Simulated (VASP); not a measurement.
Wanted: the native input for a VASP 6.6.1 run.

```
Task                   : single point
Functional             : PBE
Potentials or basis    : VASP PAW PBE potentials, release 64 (Al, P, Pb_d)
Cutoff                 : 520 eV
k mesh                 : 4 × 4 × 2
Occupations            : gaussian, width 0.1 eV
Spin                   : no spin polarisation
Dipole correction      : no
Further INCAR settings : ALGO = Normal; EDIFF = 1e-06; NBANDS = 48
```

The structure of AlPPb5 lies in POSCAR:

```
AlPPb5
1.0
    4.7023701698      0.0000000000      0.0000000000
    0.0000000000      4.7023701698      0.0000000000
    0.0000000000      0.0000000000      8.2590154939
Al P Pb
1 1 5
Direct
    0.5000000000      0.5000000000      0.0000000000
    0.0000000000      0.0000000000      0.5000000000
    0.5000000000      0.0000000000      0.7262000000
    0.0000000000      0.5000000000      0.7262000000
    0.5000000000      0.0000000000      0.2738000000
    0.0000000000      0.5000000000      0.2738000000
    0.0000000000      0.0000000000      0.0000000000
```

These files were run (other wordings do the same):

INCAR

```
SYSTEM = AlPPb5
PREC = Accurate ; ENCUT = 520
EDIFF = 1E-6 ; ISMEAR = 0
SIGMA = 0.1 ; LREAL = .FALSE.
LASPH = .TRUE. ; NELM = 80
ALGO = Normal ; ISIF = 2
LWAVE = .FALSE. ; LCHARG = .TRUE.
GGA = PE ; LELF = .TRUE.
LVHAR = .TRUE. ; NBANDS = 48
```

KPOINTS

```
regular mesh
0
G
  4 4 2
  0 0 0
```

Potentials or basis: VASP PAW PBE potentials, release 64 (Al, P, Pb_d).

Command:

```sh
$ cat potpaw_PBE.64/Al/POTCAR potpaw_PBE.64/P/POTCAR potpaw_PBE.64/Pb_d/POTCAR > POTCAR
$ mpirun -np 1 vasp_std > vasp.out
```

It gave:

The pressure is 6.5 GPa, the largest force is 0.252 eV/Å and the band gap on the k mesh is zero (band 39 reaches 8.34 eV, above the bottom of band 40 at 7.09 eV).

Caveat: the k points lie up to 0.38 Å⁻¹ apart; spin-orbit coupling is left out, which moves the levels of the heavy elements.

Wall time 120 s on 1 thread of AMD EPYC 7R43 64-Core Processor (Zen 3), with other jobs on the host, peak memory 0.27 GiB.
